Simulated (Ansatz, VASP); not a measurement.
## Pt: VASP beside Ansatz

The input INCAR:

```
PREC = Accurate
ENCUT = 500
EDIFF = 1E-6
ISMEAR = -1
SIGMA = 0.15
LREAL = F
LASPH = T
NELM = 200
ALGO = Normal
ISIF = 2
LWAVE = F
LCHARG = F
LNONCOLLINEAR = T
MAGMOM = 0 0 0
LORBIT = 11
LSORBIT = T
GGA_COMPAT = F
LORBMOM = T
LMAXMIX = 4
GGA = PE
NBANDS = 21
```

KPOINTS

```
Automatic mesh
0
Gamma
  4 4 4
```

POSCAR

```
Pt
1.0
    0.0000000000      1.9740613400      1.9740613400
    1.9740613400      0.0000000000      1.9740613400
    1.9740613400      1.9740613400      0.0000000000
Pt
1
Direct
    0.0000000000      0.0000000000      0.0000000000
```

Input for Ansatz:

```yaml
crystal:
  lattice:
    - [0.0, 1.97406134, 1.97406134]
    - [1.97406134, 0.0, 1.97406134]
    - [1.97406134, 1.97406134, 0.0]
  atoms:
    - { symbol: Pt, position: [0, 0, 0] }
kpoints:
  mp_grid: { grid: [4, 4, 4] }
hamiltonian:
  xc: pbe
  pseudopotentials: { kind: paw_fr, source: ansatz }
scf:
  occupations: { method: fermi_dirac, width: 0.15 }
  convergence: { dr2_threshold: "1e-9 eV" }
  max_iter: 300
output:
  forces: true
  stress: true
magnetization:
  noncollinear: true
  spin_orbit: true
```

Alike in both runs: task single point; functional PBE; k mesh 4 × 4 × 4; occupations fermi-dirac, width 0.15 eV; non-collinear spin, spin-orbit coupling.

```csv
,VASP,Ansatz
version,VASP 6.6.1,Ansatz 0.2.0 development build
potentials or method,"VASP PAW PBE potentials, release 64 (Pt)","plane waves, PAW datasets (hand-made set)"
plane-wave cutoff (eV),500,570
valence electrons in the cell,10,18
```

```tsv
	VASP	Ansatz	Ansatz less VASP
net moment per atom (μB)	0.00	0.00	0.000
```

VASP's potentials hold 10 valence electrons a cell and Ansatz's 18, so a difference there can come from the potentials and not from the codes. Ansatz's warnings: stress scf threshold loose.

The k mesh is coarse, so the values compare programs but aren't converged.
